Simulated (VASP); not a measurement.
Here is a VASP 6.6.1 calculation.

The input INCAR:

```
SYSTEM = CoSi
ALGO = Normal ; EDIFF = 1E-6
ENCUT = 520 ; GGA = PE
ISIF = 2 ; ISMEAR = -1
ISPIN = 2 ; LASPH = .TRUE.
LCHARG = .FALSE. ; LMAXMIX = 4
LORBIT = 11 ; LREAL = .FALSE.
LWAVE = .FALSE. ; MAGMOM = 2 0
NBANDS = 18 ; NELM = 150
PREC = Accurate ; SIGMA = 0.05
```

The input KPOINTS:

```
k-points
0
G
  13 13 13
  0 0 0
```

POSCAR

```
CoSi
1.0
    2.7813340000      0.0000000000      0.0000000000
    0.0000000000      2.7813340000      0.0000000000
    0.0000000000      0.0000000000      2.7813340000
Co Si
1 1
Direct
    0.0000000000      0.0000000000      0.0000000000
    0.5000000000      0.5000000000      0.5000000000
```

Potentials or basis: VASP PAW PBE potentials, release 64 (Co, Si).

Launch:

```sh
$ cat potpaw_PBE.64/Co/POTCAR potpaw_PBE.64/Si/POTCAR > POTCAR
$ mpirun -np 1 vasp_std > vasp.out
```

Task: Estimate the net moment.

Result: 0.59 μB per cell.

Task: Predict the pressure.

Result: 0.8 GPa.

Task: What does it give for the site moments?

Result: Co +0.59; Si +0.02 μB.
